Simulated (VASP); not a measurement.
# RbCl (Fm-3m) in VASP: further runs

Runs on RbCl. Level: PBE. Tasks: single point.

Everything below comes from runs of VASP 6.6.1. Logs are shortened: lines on timing, memory, paths and dates and some standing lists are left out, and cuts for length are marked.

## Step 1: The cell of the first run

The structure is cubic, space group Fm-3m (No. 225). The conventional cell has a = 6.698 Å, b = 6.698 Å, c = 6.698 Å, α = 90.00°, β = 90.00°, γ = 90.00°. Rb (site symmetry m-3m) has 6 Cl at 3.35 Å within 4.4 Å. Within 4.4 Å of Cl (site symmetry m-3m) lie 6 Rb at 3.35 Å.

## Step 2: Single point, PBE, non-collinear spin, zero start, spin-orbit coupling

Contents of INCAR:

```
PREC     = Accurate       # precision mode
ENCUT    = 500            # plane-wave cutoff, eV
EDIFF    = 1E-6           # SCF threshold, eV
ISMEAR   = 0              # smearing method
SIGMA    = 0.02           # smearing width, eV
LREAL    = False          # projectors in reciprocal space
LASPH    = True           # aspherical terms in the spheres
NELM     = 200            # most SCF steps
ALGO     = Normal         # electronic algorithm
ISIF     = 2              # what is computed and relaxed
LWAVE    = False          # write WAVECAR
LCHARG   = False          # write CHGCAR
MAGMOM   = 0 0 0 0 0 0    # initial moments
LORBIT   = 11             # projections on sites
LSORBIT  = True           # spin-orbit coupling
GGA_COMPAT= False        
LORBMOM  = True         
GGA      = PE             # functional
NBANDS   = 28             # bands
```

Contents of KPOINTS:

```
Automatic mesh
0
Gamma
  6 6 6
```

Contents of POSCAR:

```
RbCl
1.0
    0.0000000000      3.3491260158      3.3491260158
    3.3491260158      0.0000000000      3.3491260158
    3.3491260158      3.3491260158      0.0000000000
Rb Cl
1 1
Direct
    0.0000000000      0.0000000000      0.0000000000
    0.5000000000      0.5000000000      0.5000000000
```

Potentials or basis: VASP PAW PBE potentials, release 64 (Rb_sv, Cl).

Command:

```bash
$ cat potpaw_PBE.64/Rb_sv/POTCAR potpaw_PBE.64/Cl/POTCAR > POTCAR
$ mpirun -np 1 vasp_ncl > vasp.out
```

OUTCAR:

```text
PREC = Accurate
   ENCUT = 500
   EDIFF = 1E-6
   ISMEAR = 0
   LREAL = False
   LASPH = True
   NELM = 200
   ISIF = 2
   LORBIT = 11
   LSORBIT = True
   GGA = PE

 ion  position               nearest neighbor table
   1  0.000  0.000  0.000-   2 3.35   2 3.35   2 3.35   2 3.35   2 3.35   2 3.35
   2  0.500  0.500  0.500-   1 3.35   1 3.35   1 3.35   1 3.35   1 3.35   1 3.35

  LATTYP: Found a face centered cubic cell.
 ALAT       =     6.6982520316

  Lattice vectors:

 A1 = (   0.0000000000,   3.3491260158,   3.3491260158)
 A2 = (   3.3491260158,   0.0000000000,   3.3491260158)
 A3 = (   3.3491260158,   3.3491260158,   0.0000000000)

Analysis of symmetry for initial positions (statically):
=====================================================================
 Subroutine PRICEL returns:
 Original cell was already a primitive cell.

 Routine SETGRP: Setting up the symmetry group for a
 face centered cubic supercell.

 Subroutine GETGRP returns: Found 48 space group operations
 (whereof 48 operations were pure point group operations)
 out of a pool of 48 trial point group operations.

The static configuration has the point symmetry O_h .

Analysis of symmetry for dynamics (positions and initial velocities):
=====================================================================
 Subroutine PRICEL returns:
 Original cell was already a primitive cell.

 Routine SETGRP: Setting up the symmetry group for a
 face centered cubic supercell.

 Subroutine GETGRP returns: Found 48 space group operations
 (whereof 48 operations were pure point group operations)
 out of a pool of 48 trial point group operations.

The dynamic configuration has the point symmetry O_h .

Analysis of structural, dynamic, and magnetic symmetry:
=====================================================================
 Subroutine PRICEL returns:
 Original cell was already a primitive cell.

 Routine SETGRP: Setting up the symmetry group for a
 face centered cubic supercell.

 Subroutine GETGRP returns: Found 48 space group operations
 (whereof 48 operations were pure point group operations)
 out of a pool of 48 trial point group operations.

The overall configuration has the point symmetry O_h .

 Subroutine INISYM returns: Found 48 space group operations
 (whereof 48 operations are pure point group operations),
 and found     1 'primitive' translations

----------------------------------------------------------------------------------------

                                     Primitive cell

  volume of cell :      75.1319

  direct lattice vectors                    reciprocal lattice vectors
     0.000000000  3.349126016  3.349126016    -0.149292680  0.149292680  0.149292680
     3.349126016  0.000000000  3.349126016     0.149292680 -0.149292680  0.149292680
     3.349126016  3.349126016  0.000000000     0.149292680  0.149292680 -0.149292680

  length of vectors
     4.736379434  4.736379434  4.736379434     0.258582508  0.258582508  0.258582508

  position of ions in fractional coordinates (direct lattice)
     0.000000000  0.000000000  0.000000000
     0.500000000  0.500000000  0.500000000

  ion indices of the primitive-cell ions
   primitive index   ion index
                 1           1
                 2           2

----------------------------------------------------------------------------------------

 KPOINTS: Automatic mesh

Automatic generation of k-mesh.
 Grid dimensions read from file:
 generate k-points for:    6    6    6

 Generating k-lattice:

  Cartesian coordinates                     Fractional coordinates (reciprocal lattice)
    -0.024882113  0.024882113  0.024882113     0.166666667  0.000000000  0.000000000
     0.024882113 -0.024882113  0.024882113     0.000000000  0.166666667  0.000000000
     0.024882113  0.024882113 -0.024882113     0.000000000  0.000000000  0.166666667

[... 90 lines left out ...]

 number of electron      16.0000000 magnetization       0.0000000      0.0000000      0.0000000

 Free energy of the ion-electron system (eV)
  ---------------------------------------------------
  ext. energy  EPLUGINS =         0.00000000
  ---------------------------------------------------
  free energy    TOTEN  =        -6.70351221 eV

  energy without entropy =       -6.70351221  energy(sigma->0) =       -6.70351221

 E-fermi :  -1.9230     XC(G=0):  -7.1420

 val. band max:       -2.0240655947   @ k =   0.0000   0.0000   0.0000
 cond. band min:       2.7650059518   @ k =   0.0000   0.0000   0.0000
 fundamental gap:      4.7890715465
 Fermi energy:        -1.9230247440

 k-point     1 :       0.0000    0.0000    0.0000
  band No.  band energies     occupation
      1     -26.1216      1.00000
      2     -26.1216      1.00000
      3     -14.0205      1.00000
      4     -14.0205      1.00000
      5     -10.7486      1.00000
      6     -10.7486      1.00000
[... 485 lines left out ...]
     27       9.4341      0.00000
     28       9.4341      0.00000

------------------------ aborting loop because EDIFF is reached ----------------------------------------

  FORCE on cell =-STRESS in cart. coord.  units (eV):
  Direction    XX          YY          ZZ          XY          YZ          ZX
  --------------------------------------------------------------------------------------
  -------------------------------------------------------------------------------------
  Total       -0.0015208     -0.0015208     -0.0015208      0.0000000      0.0000000      0.0000000
  in kB       -0.0324314     -0.0324314     -0.0324314      0.0000000      0.0000000      0.0000000
  external PRESSURE =      -0.0324314 kB  Pullay stress =       0.0000000 kB

 VOLUME and BASIS-vectors are now :
 -----------------------------------------------------------------------------
  energy-cutoff  :      500.00
  volume of cell :       75.13
      direct lattice vectors                 reciprocal lattice vectors
     0.000000000  3.349126016  3.349126016    -0.149292680  0.149292680  0.149292680
     3.349126016  0.000000000  3.349126016     0.149292680 -0.149292680  0.149292680
     3.349126016  3.349126016  0.000000000     0.149292680  0.149292680 -0.149292680

 POSITION                                       TOTAL-FORCE (eV/Angst)
 -----------------------------------------------------------------------------------
      0.00000      0.00000      0.00000         0.000000      0.000000      0.000000
      3.34913      3.34913      3.34913         0.000000      0.000000      0.000000
 -----------------------------------------------------------------------------------
    total drift:                                0.000000      0.000000      0.000000

  FREE ENERGIE OF THE ION-ELECTRON SYSTEM (eV)
  ---------------------------------------------------
  free  energy   TOTEN  =        -6.7035122130 eV

  energy  without entropy=       -6.7035122130  energy(sigma->0) =       -6.70351221

 orbital moment (x)

 # of ion     p       d       tot
 ----------------------------------------
  1         0.000   0.000   0.000
  2        -0.000   0.000  -0.000
 ----------------------------------------
           -0.000   0.000  -0.000

 orbital moment (y)

 # of ion     p       d       tot
 ----------------------------------------
  1         0.000  -0.000   0.000
  2         0.000   0.000   0.000
 ----------------------------------------
            0.000  -0.000   0.000

 orbital moment (z)

 # of ion     p       d       tot
 ----------------------------------------
  1         0.000  -0.000  -0.000
  2         0.000   0.000   0.000
 ----------------------------------------
            0.000  -0.000  -0.000

 Spin-Orbit-Coupling matrix elements

 Ion:    1  E_soc:     -0.0523290
 l=   1
     0.0000000    -0.0087186    -0.0087186
    -0.0087186     0.0000000    -0.0087186
    -0.0087186    -0.0087186     0.0000000
 l=   2
     0.0000000     0.0000001     0.0000000     0.0000001    -0.0000030
     0.0000001     0.0000000    -0.0000023     0.0000001    -0.0000008
     0.0000000    -0.0000023     0.0000000    -0.0000023     0.0000000
     0.0000001     0.0000001    -0.0000023     0.0000000    -0.0000008
    -0.0000030    -0.0000008     0.0000000    -0.0000008     0.0000000
 l=   3
     0.0000000     0.0000000     0.0000000     0.0000000     0.0000000     0.0000000     0.0000000
     0.0000000     0.0000000     0.0000000     0.0000000     0.0000000     0.0000000     0.0000000
     0.0000000     0.0000000     0.0000000     0.0000000     0.0000000     0.0000000     0.0000000
     0.0000000     0.0000000     0.0000000     0.0000000     0.0000000     0.0000000     0.0000000
     0.0000000     0.0000000     0.0000000     0.0000000     0.0000000     0.0000000     0.0000000
     0.0000000     0.0000000     0.0000000     0.0000000     0.0000000     0.0000000     0.0000000
     0.0000000     0.0000000     0.0000000     0.0000000     0.0000000     0.0000000     0.0000000

 Ion:    2  E_soc:     -0.0029963
 l=   1
     0.0000000    -0.0004994    -0.0004994
    -0.0004994     0.0000000    -0.0004994
    -0.0004994    -0.0004994     0.0000000
 l=   2
     0.0000000     0.0000000     0.0000000     0.0000000     0.0000000
     0.0000000     0.0000000     0.0000000     0.0000000     0.0000000
     0.0000000     0.0000000     0.0000000     0.0000000     0.0000000
     0.0000000     0.0000000     0.0000000     0.0000000     0.0000000
     0.0000000     0.0000000     0.0000000     0.0000000     0.0000000
 l=   3
     0.0000000     0.0000000     0.0000000     0.0000000     0.0000000     0.0000000     0.0000000
     0.0000000     0.0000000     0.0000000     0.0000000     0.0000000     0.0000000     0.0000000
     0.0000000     0.0000000     0.0000000     0.0000000     0.0000000     0.0000000     0.0000000
     0.0000000     0.0000000     0.0000000     0.0000000     0.0000000     0.0000000     0.0000000
     0.0000000     0.0000000     0.0000000     0.0000000     0.0000000     0.0000000     0.0000000
     0.0000000     0.0000000     0.0000000     0.0000000     0.0000000     0.0000000     0.0000000
     0.0000000     0.0000000     0.0000000     0.0000000     0.0000000     0.0000000     0.0000000

 total charge

# of ion       s       p       d       tot
------------------------------------------
    1        1.938   5.353   0.020   7.311
    2        1.589   3.558   0.000   5.146
--------------------------------------------------
tot          3.527   8.910   0.020  12.457

 magnetization (x)

# of ion       s       p       d       tot
------------------------------------------
    1        0.000   0.000  -0.000   0.000
    2        0.000   0.000   0.000   0.000
--------------------------------------------------
tot          0.000   0.000  -0.000   0.000

 magnetization (y)

# of ion       s       p       d       tot
------------------------------------------
    1        0.000  -0.000   0.000  -0.000
    2       -0.000   0.000   0.000  -0.000
--------------------------------------------------
tot         -0.000   0.000   0.000  -0.000

 magnetization (z)

# of ion       s       p       d       tot
------------------------------------------
    1       -0.000   0.000   0.000  -0.000
    2        0.000   0.000   0.000   0.000
--------------------------------------------------
tot         -0.000   0.000   0.000  -0.000
```

It took 2.9 min on 1 thread of Intel Xeon 8259CL, shared host; peak memory 0.4 GiB.

Results:

```
Free energy                                           : -6.7035 eV
Pressure                                              : 0.0 GPa
Net moment                                            : 0.00 μB per cell
Valence electrons inside the program's atomic spheres : Rb 7.31; Cl 5.15
```

Moments on the atoms (μB; x, y, z):
```
Rb  0.00 0.00 0.00
Cl  0.00 0.00 0.00
```

(Continued in part 2 of 2.)
